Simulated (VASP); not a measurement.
# Sb (P6_3/mmc) in VASP: a series of runs

Sb is run at these levels: PBE; tasks: single point.

All numbers are computed with VASP 6.6.1; they aren't measurements. Logs are shortened: lines on timing, memory, paths and dates and some standing lists are left out, and cuts for length are marked.

### Step 1. The cell of the first run

Symmetry: P6_3/mmc, No. 194, hexagonal system. The conventional cell has a = 3.355 Å, b = 3.355 Å, c = 5.470 Å, α = 90.00°, β = 90.00°, γ = 120.00°. Sb (site symmetry -6m2) has 12 Sb at 3.35 Å within 4.4 Å.

### Step 2. Single point, PBE

The input, INCAR:

```
SYSTEM = Sb
PREC = Accurate
ENCUT = 520
EDIFF = 1E-6
ISMEAR = 0
SIGMA = 0.019000000000000003
LREAL = .FALSE.
LASPH = .TRUE.
NELM = 60
ALGO = Normal
ISIF = 2
LWAVE = .FALSE.
LCHARG = .TRUE.
GGA = PE
LELF = .TRUE.
LVHAR = .TRUE.
NBANDS = 12
```

The input, KPOINTS:

```
regular mesh
0
G
  9 9 5
  0 0 0
```

The input, POSCAR:

```
Sb
1.0
    3.3545324186      0.0000000000      0.0000000000
   -1.6772662093      2.9051102923      0.0000000000
    0.0000000000      0.0000000000      5.4701606500
Sb
2
Direct
    0.6666666667      0.3333333333      0.7500000000
    0.3333333333      0.6666666667      0.2500000000
```

Potentials or basis: VASP PAW PBE potentials, release 64 (Sb).

On the command line:

```bash
$ cat potpaw_PBE.64/Sb/POTCAR > POTCAR
$ mpirun -np 1 vasp_std > vasp.out
```

OUTCAR:

```text
SYSTEM = Sb
   PREC = Accurate
   ENCUT = 520
   EDIFF = 1E-6
   ISMEAR = 0
   LREAL = .FALSE.
   LASPH = .TRUE.
   NELM = 60
   ISIF = 2
   GGA = PE

 ion  position               nearest neighbor table
   1  0.667  0.333  0.750-   2 3.35   2 3.35   2 3.35   2 3.35   2 3.35   2 3.35
   2  0.333  0.667  0.250-   1 3.35   1 3.35   1 3.35   1 3.35   1 3.35   1 3.35

  LATTYP: Found a hexagonal cell.
 ALAT       =     3.3545324186
 C/A-ratio  =     1.6306775334

  Lattice vectors:

 A1 = (   3.3545324186,   0.0000000000,   0.0000000000)
 A2 = (  -1.6772662093,   2.9051102923,   0.0000000000)
 A3 = (   0.0000000000,   0.0000000000,   5.4701606500)

Analysis of symmetry for initial positions (statically):
=====================================================================
 Subroutine PRICEL returns:
 Original cell was already a primitive cell.

 Routine SETGRP: Setting up the symmetry group for a
 hexagonal supercell.

 Subroutine GETGRP returns: Found 24 space group operations
 (whereof 12 operations were pure point group operations)
 out of a pool of 24 trial point group operations.

The static configuration has the point symmetry D_3d.
 The point group associated with its full space group is D_6h.

Analysis of symmetry for dynamics (positions and initial velocities):
=====================================================================
 Subroutine PRICEL returns:
 Original cell was already a primitive cell.

 Routine SETGRP: Setting up the symmetry group for a
 hexagonal supercell.

 Subroutine GETGRP returns: Found 24 space group operations
 (whereof 12 operations were pure point group operations)
 out of a pool of 24 trial point group operations.

The dynamic configuration has the point symmetry D_3d.
 The point group associated with its full space group is D_6h.

 Subroutine INISYM returns: Found 24 space group operations
 (whereof 12 operations are pure point group operations),
 and found     1 'primitive' translations

----------------------------------------------------------------------------------------

                                     Primitive cell

  volume of cell :      53.3083

  direct lattice vectors                    reciprocal lattice vectors
     3.354532419  0.000000000  0.000000000     0.298104139  0.172110505  0.000000000
    -1.677266209  2.905110292  0.000000000     0.000000000  0.344221010  0.000000000
     0.000000000  0.000000000  5.470160650     0.000000000  0.000000000  0.182809987

  length of vectors
     3.354532419  3.354532419  5.470160650     0.344221010  0.344221010  0.182809987

  position of ions in fractional coordinates (direct lattice)
     0.666666667  0.333333333  0.750000000
     0.333333333  0.666666667  0.250000000

  ion indices of the primitive-cell ions
   primitive index   ion index
                 1           1
                 2           2

----------------------------------------------------------------------------------------

 KPOINTS: regular mesh

Automatic generation of k-mesh.
 Grid dimensions read from file:
 generate k-points for:    9    9    5

 Generating k-lattice:

  Cartesian coordinates                     Fractional coordinates (reciprocal lattice)
     0.033122682  0.019123389  0.000000000     0.111111111  0.000000000  0.000000000
     0.000000000  0.038246779  0.000000000     0.000000000  0.111111111  0.000000000
     0.000000000  0.000000000  0.036561997     0.000000000  0.000000000  0.200000000

  Length of vectors
     0.038246779  0.038246779  0.036561997

  Shift w.r.t. Gamma in fractional coordinates (k-lattice)
     0.000000000  0.000000000  0.000000000

 Subroutine IBZKPT returns following result:
 ===========================================

 Found     36 irreducible k-points:

 Following reciprocal coordinates:
            Coordinates               Weight
  0.000000  0.000000  0.000000      1.000000
  0.111111  0.000000  0.000000      6.000000
  0.222222  0.000000  0.000000      6.000000
  0.333333  0.000000  0.000000      6.000000
  0.444444  0.000000  0.000000      6.000000
  0.111111  0.111111  0.000000      6.000000
[... 16 lines left out ...]
  0.333333  0.222222  0.200000     24.000000
  0.333333  0.333333  0.200000      4.000000
 [... further k-points ...]
   k-points           NKPTS =     36   k-points in BZ     NKDIM =     36   number of bands    NBANDS=     12
   number of dos      NEDOS =    301   number of ions     NIONS =      2
   total plane-waves  NPLWV =  32928
   dimension x,y,z NGX =    28 NGY =   28 NGZ =   42
   dimension x,y,z NGXF=    56 NGYF=   56 NGZF=   84
   ions per type =               2
   NGX,Y,Z   is equivalent  to a cutoff of  13.88, 13.88, 12.76 a.u.
   NGXF,Y,Z  is equivalent  to a cutoff of  27.75, 27.75, 25.53 a.u.
 SYSTEM =  Sb
   PREC   = accura    normal or accurate (medium, high low for compatibility)
   ISTART =      0    job   : 0-new  1-cont  2-samecut
   ICHARG =      2    charge: 1-file 2-atom 10-const
   ISPIN  =      1    spin polarized calculation?
   LNONCOLLINEAR =      F non collinear calculations
   LSORBIT =      F    spin-orbit coupling
   LASPH  =      T    aspherical Exc in radial PAW
   ENCUT  =  520.0 eV  38.22 Ry    6.18 a.u.   6.24  6.24 10.17*2*pi/ulx,y,z
   NELM   =     60;   NELMIN=  2; NELMDL= -5     # of ELM steps
   EDIFF  = 0.1E-05   stopping-criterion for ELM
   LREAL  =      F    real-space projection
   EDIFFG = 0.1E-04   stopping-criterion for IOM
   NSW    =      0    number of steps for IOM
   IBRION =     -1    ionic relax: 0-MD 1-quasi-New 2-CG
   NFREE  =      0    steps in history (QN), initial steepest desc. (CG)
   ISIF   =      2    stress and relaxation
   ISYM   =      2    0-nonsym 1-usesym 2-fastsym
   POTIM  = 0.5000    time-step for ionic-motion
   TEBEG  =    0.0;   TEEND  =   0.0 temperature during run
   PSTRESS=    0.0 pullay stress
   NELECT =      10.0000    total number of electrons
   NUPDOWN=      -1.0000    fix difference up-down
   EMIN   =  10.00;   EMAX   =-10.00  energy-range for DOS
   EFERMI =   0.00;   METHOD = LEGACY
   ISMEAR =     0;   SIGMA  =   0.02  broadening in eV -4-tet -1-fermi 0-gaus
   EFERMI_NEDOS =   21; number of points for ismear=-14 and -15
   IALGO  =     38    algorithm
   IMIX   =      4    mixing-type and parameters
     AMIX     =   0.40;   BMIX     =  1.00
     AMIX_MAG =   1.60;   BMIX_MAG =  1.00
  volume/ion in A,a.u.               =      26.65       179.87
  Fermi-wavevector in a.u.,A,eV,Ry     =   0.937152  1.770960 11.949364  0.878253
  Thomas-Fermi vector in A             =   2.064234
   LORBIT       =      0    0 simple, 1 ext, 2 COOP (PROOUT), +10 PAW based schemes
   GGA     = PE    functional components
   LHFCALC =     F    Hartree Fock is set to
   AEXX    =    0.0000 exact exchange contribution
   IVDW    =     0    specifies the selected vdW correction
   LEPSILON=     F    determine dielectric tensor
   LRPA    =     F    only Hartree local field effects (RPA)
 non-spin polarized calculation
 Gauss-broadening in eV      SIGMA  =   0.02
  energy-cutoff  :      520.00
  volume of cell :       53.31
 maximum number of plane-waves:      1448
 NGX is ok and might be reduce to    28
   NGX = 13   NGY = 13   NGZ = 21

 number of electron      10.0000000 magnetization

 Free energy of the ion-electron system (eV)
  ---------------------------------------------------
  ext. energy  EPLUGINS =         0.00000000
  ---------------------------------------------------
  free energy    TOTEN  =        -7.71998418 eV

  energy without entropy =       -7.71932426  energy(sigma->0) =       -7.71965422

 E-fermi :   8.5325     XC(G=0): -10.2771

 val. band max:        8.5262566395   @ k =   0.2222   0.0000   0.4000
 cond. band min:       8.5387648169   @ k =   0.4444   0.1111   0.0000
 fundamental gap:      0.0125081773
 Fermi energy:         8.5324607656

 k-point     1 :       0.0000    0.0000    0.0000
  band No.  band energies     occupation
      1      -4.3484      2.00000
      2      -0.5201      2.00000
      3       2.7744      2.00000
      4      12.2631      0.00000
      5      12.2631      0.00000
      6      13.9103      0.00000
      7      13.9103      0.00000
      8      14.1549      0.00000
      9      16.3787      0.00000
     10      17.6058      0.00000
     11      18.6197      0.00000
     12      18.6197      0.00000

 k-point     2 :       0.1111    0.0000    0.0000
  band No.  band energies     occupation
      1      -4.1296      2.00000
      2      -0.3284      2.00000
      3       3.0025      2.00000
      4      10.3589      0.00000
      5      11.5292      0.00000
      6      12.8032      0.00000
      7      13.8969      0.00000
      8      13.9989      0.00000
      9      16.2873      0.00000
     10      17.8471      0.00000
     11      18.5064      0.00000
     12      18.8216      0.00000

 k-point     3 :       0.2222    0.0000    0.0000
  band No.  band energies     occupation
      1      -3.4784      2.00000
      2       0.2174      2.00000
      3       3.6764      2.00000
      4       7.4673      2.00000
      5      10.4121      0.00000
      6      10.5203      0.00000
      7      12.7306      0.00000
      8      13.4976      0.00000
      9      14.6439      0.00000
     10      17.1200      0.00000
     11      18.1750      0.00000
     12      18.7820      0.00000
[... 286 lines left out ...]
 k-point    23 :       0.3333    0.2222    0.2000
  band No.  band energies     occupation
      1      -0.3815      2.00000
      2       0.9788      2.00000
      3       4.2041      2.00000
      4       5.2716      2.00000
      5       6.2039      2.00000
      6       7.9678      2.00000
      7       8.5019      1.97707
      8      10.2518      0.00000
      9      13.9169      0.00000
     10      17.7890      0.00000
     11      18.1299      0.00000
     12      19.7797      0.00000

 k-point    24 :       0.3333    0.3333    0.2000
  band No.  band energies     occupation
      1       0.5858      2.00000
      2       0.5858      2.00000
      3       4.3621      2.00000
      4       5.3970      2.00000
      5       5.3970      2.00000
      6       6.9847      2.00000
      7       9.3509      0.00000
      8       9.3509      0.00000
      9      13.1692      0.00000
     10      19.0601      0.00000
     11      19.0601      0.00000
     12      20.8603      0.00000

 [... further k-points ...]
[... 5 lines left out ...]
  --------------------------------------------------------------------------------------
  -------------------------------------------------------------------------------------
  Total        0.3748601      0.3748601      0.5939826      0.0000000      0.0000000     -0.0000000
  in kB       11.2663992     11.2663992     17.8521120      0.0000000      0.0000000     -0.0000000
  external PRESSURE =      13.4616368 kB  Pullay stress =       0.0000000 kB

 VOLUME and BASIS-vectors are now :
 -----------------------------------------------------------------------------
  energy-cutoff  :      520.00
  volume of cell :       53.31
      direct lattice vectors                 reciprocal lattice vectors
     3.354532419  0.000000000  0.000000000     0.298104139  0.172110505  0.000000000
    -1.677266209  2.905110292  0.000000000     0.000000000  0.344221010  0.000000000
     0.000000000  0.000000000  5.470160650     0.000000000  0.000000000  0.182809987

 POSITION                                       TOTAL-FORCE (eV/Angst)
 -----------------------------------------------------------------------------------
      1.67727      0.96837      4.10262         0.000000      0.000000      0.000000
     -0.00000      1.93674      1.36754        -0.000000     -0.000000      0.000000
 -----------------------------------------------------------------------------------
    total drift:                                0.000000     -0.000000      0.000000

  FREE ENERGIE OF THE ION-ELECTRON SYSTEM (eV)
  ---------------------------------------------------
  free  energy   TOTEN  =        -7.7199841762 eV

  energy  without entropy=       -7.7193242631  energy(sigma->0) =       -7.71965422
```

It took 39 s on 1 thread of Intel Xeon 8259CL, shared host; peak memory 0.17 GiB.

Results:

```yaml
Free_energy: -7.7200 eV
Pressure: 1.3 GPa
Band_gap_on_the_k_mesh: zero (band 5 reaches 12.82 eV, above the bottom of band 6 at 5.89 eV)
```

Stress tensor (GPa, compression positive):
```
1.13 0.00 0.00
0.00 1.13 0.00
0.00 0.00 1.79
```

Levels at points of the mesh, in eV from the Fermi level:
| k point | band 2 | band 3 | band 4 | band 5 | band 6 | band 7 | band 8 | band 9 |
| --- | --- | --- | --- | --- | --- | --- | --- | --- |
| (0.00, 0.00, 0.00) | -9.05 | -5.76 | 3.73 | 3.73 | 5.38 | 5.38 | 5.62 | 7.85 |

Caveat: spin-orbit coupling is left out, which moves the levels of the heavy elements.

### Step 3. Single point, PBE

The input, INCAR:

```
ALGO = Normal
EDIFF = 1E-6
ENCUT = 520
GGA = PE
ISIF = 2
ISMEAR = 0
LASPH = True
LCHARG = False
LREAL = False
LWAVE = False
NBANDS = 12
NELM = 100
PREC = Accurate
SIGMA = 0.022
```

The input, KPOINTS:

```
k-points
0
Gamma
  9 9 5
```

POSCAR is that of step 2.

Potentials or basis: VASP PAW PBE potentials, release 64 (Sb).

On the command line:

```bash
$ cat potpaw_PBE.64/Sb/POTCAR > POTCAR
$ mpirun -np 1 vasp_std > vasp.out
```

OUTCAR:

```text
EDIFF = 1E-6
   ENCUT = 520
   GGA = PE
   ISIF = 2
   ISMEAR = 0
   LASPH = True
   LREAL = False
   NELM = 100
   PREC = Accurate

 ion  position               nearest neighbor table
   1  0.667  0.333  0.750-   2 3.35   2 3.35   2 3.35   2 3.35   2 3.35   2 3.35
   2  0.333  0.667  0.250-   1 3.35   1 3.35   1 3.35   1 3.35   1 3.35   1 3.35

  LATTYP: Found a hexagonal cell.
 ALAT       =     3.3545324186
 C/A-ratio  =     1.6306775334

  Lattice vectors:

 A1 = (   3.3545324186,   0.0000000000,   0.0000000000)
[... 541 lines left out ...]
      8       9.3509      0.00000
      9      13.1692      0.00000
     10      19.0601      0.00000
     11      19.0601      0.00000
     12      20.8602      0.00000

 [... further k-points ...]
[... 5 lines left out ...]
  --------------------------------------------------------------------------------------
  -------------------------------------------------------------------------------------
  Total        0.3798614      0.3798614      0.5803364      0.0000000      0.0000000      0.0000000
  in kB       11.4167124     11.4167124     17.4419759      0.0000000      0.0000000      0.0000000
  external PRESSURE =      13.4251336 kB  Pullay stress =       0.0000000 kB

 VOLUME and BASIS-vectors are now :
 -----------------------------------------------------------------------------
  energy-cutoff  :      520.00
  volume of cell :       53.31
      direct lattice vectors                 reciprocal lattice vectors
     3.354532419  0.000000000  0.000000000     0.298104139  0.172110505  0.000000000
    -1.677266209  2.905110292  0.000000000     0.000000000  0.344221010  0.000000000
     0.000000000  0.000000000  5.470160650     0.000000000  0.000000000  0.182809987

 POSITION                                       TOTAL-FORCE (eV/Angst)
 -----------------------------------------------------------------------------------
      1.67727      0.96837      4.10262         0.000000      0.000000      0.000000
     -0.00000      1.93674      1.36754        -0.000000     -0.000000      0.000000
 -----------------------------------------------------------------------------------
    total drift:                                0.000000     -0.000000      0.000000

  FREE ENERGIE OF THE ION-ELECTRON SYSTEM (eV)
  ---------------------------------------------------
  free  energy   TOTEN  =        -7.7200922969 eV

  energy  without entropy=       -7.7192709578  energy(sigma->0) =       -7.71968163
```

OSZICAR:

```text
N       E                     dE             d eps       ncg     rms          rms(c)
DAV:   1     0.336793477118E+02    0.33679E+02   -0.35225E+03   864   0.659E+02
DAV:   2    -0.581776454094E+01   -0.39497E+02   -0.38272E+02  1156   0.108E+02
DAV:   3    -0.771424356384E+01   -0.18965E+01   -0.18873E+01  1112   0.262E+01
DAV:   4    -0.772936782485E+01   -0.15124E-01   -0.15123E-01  1000   0.278E+00
DAV:   5    -0.772951929539E+01   -0.15147E-03   -0.15147E-03  1024   0.313E-01    0.246E+00
DAV:   6    -0.772324168886E+01    0.62776E-02   -0.37366E-03   988   0.316E-01    0.140E+00
DAV:   7    -0.772005388515E+01    0.31878E-02   -0.72094E-03   924   0.442E-01    0.476E-02
DAV:   8    -0.772009126137E+01   -0.37376E-04   -0.13134E-04  1040   0.810E-02    0.141E-02
DAV:   9    -0.772009325719E+01   -0.19958E-05   -0.34424E-06   976   0.136E-02    0.298E-03
DAV:  10    -0.772009229687E+01    0.96033E-06   -0.28063E-07   628   0.329E-03
   1 F= -.77200923E+01 E0= -.77196816E+01  d E =-.821339E-03
```

stdout:

```text
POSCAR found type information on POSCAR Sb
 POSCAR found :  1 types and       2 ions
 scaLAPACK will be used
 LDA part: xc-table for (Slater+PW92), standard interpolation
 POSCAR, INCAR and KPOINTS ok, starting setup
 FFT: planning ... GRIDC
 FFT: planning ... GRID_SOFT
 FFT: planning ... GRID
 WAVECAR not read
 entering main loop
```

Run time: 34 s. Hardware: 1 thread of Intel Xeon 8259CL, shared host; peak memory 0.17 GiB.

Results:

```yaml
Free_energy: -7.7201 eV
Pressure: 1.3 GPa
Band_gap_on_the_k_mesh: zero (band 5 reaches 12.82 eV, above the bottom of band 6 at 5.89 eV)
```

Caveat: spin-orbit coupling is left out, which moves the levels of the heavy elements.
